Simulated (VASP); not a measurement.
Here is a VASP 6.6.1 calculation.

INCAR

```
  PREC = Accurate
  ENCUT = 600
  EDIFF = 1E-7
  ISMEAR = -1
  SIGMA = 0.05
  LREAL = F
  LASPH = T
  NELM = 60
  ALGO = Normal
  ISIF = 3
  LWAVE = F
  LCHARG = F
  GGA = RP
  IBRION = 2
  NSW = 60
  EDIFFG = -0.01
```

KPOINTS

```
regular mesh
0
Gamma
  8 8 4
```

POSCAR

```
TiTe2
1.0
    3.7770000000      0.0000000000      0.0000000000
   -1.8885000000      3.2709779501      0.0000000000
    0.0000000000      0.0000000000      6.4980000000
Te Ti
2 1
Direct
    0.3333333333      0.6666666667      0.7372000000
    0.6666666667      0.3333333333      0.2628000000
    0.0000000000      0.0000000000      0.0000000000
```

Potentials or basis: VASP PAW PBE potentials, release 64 (Te, Ti_sv).

Launch:

```console
$ cat potpaw_PBE.64/Te/POTCAR potpaw_PBE.64/Ti_sv/POTCAR > POTCAR
$ mpirun -np 1 vasp_std > vasp.out
```

**Question.** Estimate the space group after relaxing (to 0.05 Å).

**Answer.** P-3m1 (No. 164).

**Question.** Estimate the relaxed cell.

**Answer.** a = 3.813 Å, b = 3.813 Å, c = 8.633 Å, α = 90.00°, β = 90.00°, γ = 120.00°.

**Question.** Predict the band gap on the k mesh.

**Answer.** Zero (band 12 reaches 4.21 eV, above the bottom of band 13 at 3.72 eV).

**Question.** Predict the relaxed volume.

**Answer.** 36.23 Å³/atom.

Step by step:
```csv
step,energy change (eV),largest force (eV/Å),pressure (GPa),volume (Å³)
1,0.0000,0.0984,2.79,80.28
2,-0.0199,0.4964,-1.31,85.82
3,-0.0296,0.2887,0.07,83.73
4,-0.0367,0.2444,0.06,84.30
5,-0.0521,0.1180,0.06,86.04
6,-0.0596,0.1250,0.22,89.60
7,-0.0652,0.0791,0.00,90.54
8,-0.0780,0.0466,-0.55,93.37
9,-0.0916,0.2711,-1.48,99.04
10,-0.0961,0.2661,-1.41,99.35
11,-0.1080,0.2476,-1.19,100.27
12,-0.1244,0.1933,-0.69,102.00
13,-0.1242,0.0299,0.57,105.08
14,-0.1310,0.1032,-0.09,103.38
15,-0.1316,0.0723,0.00,103.23
16,-0.1321,0.0148,0.20,102.95
17,-0.1325,0.0206,0.12,103.18
18,-0.1327,0.0321,-0.02,103.63
19,-0.1327,0.0308,-0.01,103.58
20,-0.1327,0.0240,0.02,103.60
21,-0.1328,0.0083,0.07,103.65
22,-0.1328,0.0233,0.16,103.77
23,-0.1329,0.0051,0.10,103.70
24,-0.1329,0.0047,0.11,103.74
25,-0.1330,0.0037,0.08,103.87
26,-0.1331,0.0012,0.05,104.12
27,-0.1333,0.0037,-0.01,104.63
28,-0.1333,0.0128,-0.14,105.64
29,-0.1334,0.0082,-0.08,105.15
30,-0.1335,0.0055,-0.07,105.27
31,-0.1339,0.0035,-0.03,105.62
32,-0.1345,0.0224,0.04,106.33
33,-0.1347,0.0631,0.19,107.74
34,-0.1349,0.0546,0.16,108.02
35,-0.1351,0.0303,0.06,108.84
36,-0.1352,0.0186,0.01,109.23
37,-0.1352,0.0170,0.01,109.18
38,-0.1352,0.0118,0.00,109.01
39,-0.1353,0.0017,-0.02,108.68
```

Caveat: the volume moved by over 15 % at a fixed basis, so the end points are rough; the PAW data sets were made with another functional, which shifts forces and pressure a little; spin-orbit coupling is left out, which moves the levels of the heavy elements; this functional lacks dispersion, which binds the layers, so the pressure and a relaxed spacing across them are unreliable; the volume moved by +35 % from the deposited cell, more than functionals usually miss. Zero-point motion and thermal expansion aren't in these numbers.
